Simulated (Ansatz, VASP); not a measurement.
## One calculation of Cu5Mo, two programs

```
Cu Mo
1.0
     4.27414    0.00000    0.00000
    -2.13707    3.70151    0.00000
     0.00000    0.00000    6.23393
Cu Mo
5 1
Direct
  0.33333 0.66667 0.28832
  0.33333 0.66667 0.71168
  0.66667 0.33333 0.71168
  0.66667 0.33333 0.28832
  0.00000 0.00000 0.00000
  0.00000 0.00000 0.50000
```

Alike in both runs: task relaxation of cell and atoms; functional PBE; k mesh 6 × 6 × 4; occupations gaussian, width 0.1 eV; no spin polarisation.

|  | VASP | Ansatz |
| --- | --- | --- |
| version | VASP 6.6.1 | Ansatz 0.2.0 |
| potentials or method | VASP PAW PBE potentials, release 64 (Cu, Mo_sv), cutoff 600 eV | scalar-relativistic, plane waves, PAW |
| valence electrons in the cell | 69 | 109 |

Ansatz gave:

```
gap on the k mesh at the Fermi level, each at its own relaxed structure (eV) : none
relaxed volume (Å³/atom)                                                     : 12.82
relaxed cell length with the largest relative difference (Å)                 : 5.138
```

Task: Which values does VASP return?

Result: gap on the k mesh at the Fermi level, each at its own relaxed structure (eV): none; relaxed volume (Å³/atom): 12.90; relaxed cell length with the largest relative difference (Å): 5.150.

A gap of «none» marks a metal or a gap that the smearing closes. VASP's potentials hold 69 valence electrons a cell and Ansatz's 109, so a difference there can come from the potentials and not from the codes.

Noted on VASP's run: the volume moved by over 15 % at a fixed basis, so the end points are rough.
